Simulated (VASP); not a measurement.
**BP: single point with r2SCAN**

Crystal: BP.

```xyz
2
Lattice="0.0000 2.2683 2.2229 2.2683 0.0000 2.2229 2.2683 2.2683 0.0000" Properties=species:S:1:pos:R:3 pbc="T T T"
B     0.0000    0.0000    0.0000
P     1.1342    1.1342    1.1115
```

This cell differs from its parent crystal: uniaxial z strain -2.0%.

```json
{
  "Program": "VASP 6.6.1",
  "Task": "single point",
  "Functional": "r2SCAN",
  "Potentials or basis": "VASP PAW PBE potentials, release 64 (B, P)",
  "Cutoff": "520 eV",
  "k mesh": "10 × 10 × 10",
  "Occupations": "gaussian, width 0.01 eV",
  "Spin": "no spin polarisation",
  "Dipole correction": "no",
  "Further INCAR settings": "ALGO = Normal; EDIFF = 1e-06; NBANDS = 11"
}
```

- Pressure: 3.0 GPa
- Band gap on the k mesh: 1.10 eV (least direct gap 3.45 eV)

Stress tensor (GPa, compression positive):
```
1.08 0.00 0.00
0.00 1.08 0.00
0.00 0.00 6.86
```

Levels at points of the mesh, in eV from the valence-band top:
```csv
k point,band 1,band 2,band 3,band 4,band 5,band 6,band 7,band 8,band 9
"(0.00, 0.00, 0.00)",-16.59,-0.21,-0.21,0.00,3.45,3.58,3.58,8.21,12.29
"(0.50, 0.00, 0.00)",-13.02,-9.80,-2.17,-1.89,4.07,4.80,5.08,10.87,15.28
"(0.50, 0.50, 0.00)",-11.18,-9.25,-4.71,-4.71,1.20,1.55,13.12,13.12,16.68
"(0.50, 0.00, 0.50)",-11.39,-9.44,-4.51,-4.47,1.44,1.86,12.89,13.36,16.37
```

It took 38 s on 1 thread of Intel(R) Xeon(R) Platinum 8488C (Sapphire Rapids), with other jobs on the host, peak memory 0.15 GiB.

Caveat: the cell differs from its parent crystal (uniaxial z strain -2.0%); the stress differs along the axes, from 1 to 7 GPa; the PAW data sets were made with another functional, which shifts forces and pressure a little. A k mesh can miss the band edges.
